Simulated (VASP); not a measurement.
# P (Imma) in VASP: single point with PBEsol

Aim: the single point of P with PBEsol.

Program: VASP 6.6.1. These are calculated values, not measurements. Logs are shortened: lines on timing, memory, paths and dates and some standing lists are left out, and cuts for length are marked.

## 1. The cell of the first run

Symmetry: Imma, No. 74, orthorhombic system. Conventional cell: a = 3.383 Å, b = 5.030 Å, c = 3.718 Å, α = 90.00°, β = 90.00°, γ = 90.00°. P (site symmetry mm2) has 6 P at 2.44 to 2.59 Å within 3.2 Å.

## 2. Single point, PBEsol (atom 1 (P) moved by (+0.000, -0.300) A along [1 1 0] and z)

INCAR

```
PREC = Accurate
ENCUT = 520
EDIFF = 1E-6
ISMEAR = 0
SIGMA = 0.15
LREAL = False
LASPH = True
NELM = 60
ALGO = Normal
ISIF = 2
LWAVE = False
LCHARG = False
GGA = PS
NBANDS = 12
```

KPOINTS

```
regular mesh
0
Gamma
  18 18 18
```

POSCAR

```
P
1.0
   -1.6915100431      2.5151650373      1.8589441358
    1.6915100431     -2.5151650373      1.8589441358
    1.6915100431      2.5151650373     -1.8589441358
P
2
Direct
    0.7226181430     -0.0273818570      0.7500000000
    0.1966908900      0.9466908900      0.2500000000
```

Potentials or basis: VASP PAW PBE potentials, release 64 (P).

Run with:

```sh
cat potpaw_PBE.64/P/POTCAR > POTCAR
mpirun -np 1 vasp_std > vasp.out
```

OUTCAR:

```text
PREC = Accurate
   ENCUT = 520
   EDIFF = 1E-6
   ISMEAR = 0
   LREAL = False
   LASPH = True
   NELM = 60
   ISIF = 2
   GGA = PS

 ion  position               nearest neighbor table
   1  0.723  0.973  0.750-   2 2.44   2 2.44   2 2.52   2 2.52   2 2.59   2 2.59
   2  0.197  0.947  0.250-   1 2.44   1 2.44   1 2.52   1 2.52   1 2.59   1 2.59

  LATTYP: Found a body centered orthorhombic cell.
 ALAT       =     3.3830200862
 B/A-ratio  =     1.0989849829
 C/A-ratio  =     1.4869347348

  Lattice vectors:

 A1 = (   1.6915100431,  -2.5151650373,  -1.8589441358)
 A2 = (  -1.6915100431,  -2.5151650373,   1.8589441358)
 A3 = (  -1.6915100431,   2.5151650373,  -1.8589441358)

Analysis of symmetry for initial positions (statically):
=====================================================================
 Subroutine PRICEL returns:
 Original cell was already a primitive cell.

 Routine SETGRP: Setting up the symmetry group for a
 body centered orthorhombic supercell.

 Subroutine GETGRP returns: Found  8 space group operations
 (whereof  2 operations were pure point group operations)
 out of a pool of  8 trial point group operations.

The static configuration has the point symmetry C_1h.
 The point group associated with its full space group is D_2h.

Analysis of symmetry for dynamics (positions and initial velocities):
=====================================================================
 Subroutine PRICEL returns:
 Original cell was already a primitive cell.

 Routine SETGRP: Setting up the symmetry group for a
 body centered orthorhombic supercell.

 Subroutine GETGRP returns: Found  8 space group operations
 (whereof  2 operations were pure point group operations)
 out of a pool of  8 trial point group operations.

The dynamic configuration has the point symmetry C_1h.
 The point group associated with its full space group is D_2h.

 Subroutine INISYM returns: Found  8 space group operations
 (whereof  2 operations are pure point group operations),
 and found     1 'primitive' translations

----------------------------------------------------------------------------------------

                                     Primitive cell

  volume of cell :      31.6350

  direct lattice vectors                    reciprocal lattice vectors
    -1.691510043  2.515165037  1.858944136     0.000000000  0.198794112  0.268969890
     1.691510043 -2.515165037  1.858944136     0.295593870  0.000000000  0.268969890
[... 90 lines left out ...]
   NFREE  =      0    steps in history (QN), initial steepest desc. (CG)
   ISIF   =      2    stress and relaxation
   ISYM   =      2    0-nonsym 1-usesym 2-fastsym
   POTIM  = 0.5000    time-step for ionic-motion
   TEBEG  =    0.0;   TEEND  =   0.0 temperature during run
   PSTRESS=    0.0 pullay stress
   NELECT =      10.0000    total number of electrons
   NUPDOWN=      -1.0000    fix difference up-down
   EMIN   =  10.00;   EMAX   =-10.00  energy-range for DOS
   EFERMI =   0.00;   METHOD = LEGACY
   ISMEAR =     0;   SIGMA  =   0.15  broadening in eV -4-tet -1-fermi 0-gaus
   EFERMI_NEDOS =   21; number of points for ismear=-14 and -15
   IALGO  =     38    algorithm
   IMIX   =      4    mixing-type and parameters
     AMIX     =   0.40;   BMIX     =  1.00
     AMIX_MAG =   1.60;   BMIX_MAG =  1.00
  volume/ion in A,a.u.               =      15.82       106.74
  Fermi-wavevector in a.u.,A,eV,Ry     =   1.115199  2.107421 16.921141  1.243669
  Thomas-Fermi vector in A             =   2.251801
   LORBIT       =      0    0 simple, 1 ext, 2 COOP (PROOUT), +10 PAW based schemes
   GGA     = PS    functional components
   LHFCALC =     F    Hartree Fock is set to
   AEXX    =    0.0000 exact exchange contribution
   IVDW    =     0    specifies the selected vdW correction
   LEPSILON=     F    determine dielectric tensor
   LRPA    =     F    only Hartree local field effects (RPA)
 non-spin polarized calculation
 Gauss-broadening in eV      SIGMA  =   0.15
  energy-cutoff  :      520.00
  volume of cell :       31.63
 maximum number of plane-waves:       868
   NGX = 13   NGY = 13   NGZ = 13

 number of electron      10.0000000 magnetization

 number of electron       9.9999999 magnetization

 Free energy of the ion-electron system (eV)
  ---------------------------------------------------
  ext. energy  EPLUGINS =         0.00000000
  ---------------------------------------------------
  free energy    TOTEN  =       -11.40834282 eV

  energy without entropy =      -11.40046241  energy(sigma->0) =      -11.40440261

 E-fermi :   8.4591     XC(G=0): -11.0246

 val. band max:        8.4578364084   @ k =   0.5000   0.1111  -0.0000
 cond. band min:       8.4630613554   @ k =   0.4444   0.0000   0.0000
 fundamental gap:      0.0052249471
 Fermi energy:         8.4591226588

 k-point     1 :       0.0000    0.0000    0.0000
  band No.  band energies     occupation
      1      -7.2491      2.00000
      2       5.6906      2.00000
      3       5.7742      2.00000
      4       6.3710      2.00000
      5       7.1165      2.00000
      6      12.1568      0.00000
      7      12.8202      0.00000
      8      12.9463      0.00000
      9      13.4092      0.00000
     10      14.0410      0.00000
     11      14.2116      0.00000
     12      15.4089      0.00000
[... 331 lines left out ...]
 k-point    24 :      -0.2778    0.0556   -0.0000
  band No.  band energies     occupation
      1      -6.3269      2.00000
      2       1.0210      2.00000
      3       6.0361      2.00000
      4       6.9883      2.00000
      5       8.8315      0.00045
      6       9.4232      0.00000
      7      10.1758      0.00000
      8      12.4974      0.00000
      9      14.1822      0.00000
     10      14.9231      0.00000
     11      16.6457      0.00000
     12      18.9917      0.00000

 [... further k-points ...]
[... 5 lines left out ...]
  --------------------------------------------------------------------------------------
  -------------------------------------------------------------------------------------
  Total       -0.8492713     -1.9501292     -2.8032619      0.0000000      0.0000000      0.0000000
  in kB      -43.0119978    -98.7657969   -141.9733582      0.0000000      0.0000000      0.0000000
  external PRESSURE =     -94.5837176 kB  Pullay stress =       0.0000000 kB

 VOLUME and BASIS-vectors are now :
 -----------------------------------------------------------------------------
  energy-cutoff  :      520.00
  volume of cell :       31.63
      direct lattice vectors                 reciprocal lattice vectors
    -1.691510043  2.515165037  1.858944136     0.000000000  0.198794112  0.268969890
     1.691510043 -2.515165037  1.858944136     0.295593870  0.000000000  0.268969890
     1.691510043  2.515165037 -1.858944136     0.295593870  0.198794112  0.000000000

 POSITION                                       TOTAL-FORCE (eV/Angst)
 -----------------------------------------------------------------------------------
      1.69151      1.25758      1.75714        -0.000000      0.000000      0.550083
      1.69151     -1.25758      1.66075         0.000000     -0.000000     -0.550083
 -----------------------------------------------------------------------------------
    total drift:                                0.000000     -0.000000     -0.000000

  FREE ENERGIE OF THE ION-ELECTRON SYSTEM (eV)
  ---------------------------------------------------
  free  energy   TOTEN  =       -11.4083428180 eV

  energy  without entropy=      -11.4004624099  energy(sigma->0) =      -11.40440261
```

Run time: 2.1 min. Hardware: 1 thread of Intel Xeon 6975P-C (Granite Rapids), shared host; peak memory 0.35 GiB.

What came out:

```yaml
Free_energy: -11.4083 eV
Pressure: -9.5 GPa
Largest_force: 0.550 eV/Å
Band_gap_on_the_k_mesh: zero (band 5 reaches 9.54 eV, above the bottom of band 6 at 7.44 eV)
```

Forces on the atoms (eV/Å):
```
P    0.000  0.000  0.550
P    0.000  0.000 -0.550
```

Levels at points of the mesh, in eV from the Fermi level:
| k point | band 3 | band 4 | band 5 | band 6 | band 7 | band 8 |
| --- | --- | --- | --- | --- | --- | --- |
| (0.00, 0.00, 0.00) | -2.68 | -2.09 | -1.34 | 3.70 | 4.36 | 4.49 |
| (0.50, 0.00, 0.00) | -1.18 | -1.18 | -1.07 | -0.13 | 1.44 | 1.75 |
| (0.00, 0.50, 0.00) | -7.29 | -4.91 | -4.84 | 1.33 | 6.80 | 7.07 |
| (0.50, 0.50, 0.00) | -1.91 | -1.91 | -1.02 | -1.02 | 0.69 | 0.69 |
| (0.50, 0.50, 0.50) | -7.64 | -5.56 | -4.06 | 1.46 | 6.82 | 7.56 |

Caveat: the cell differs from its parent crystal (atom 1 (P) moved by (+0.000, -0.300) A along [1 1 0] and z); the PAW data sets were made with another functional, which shifts forces and pressure a little.
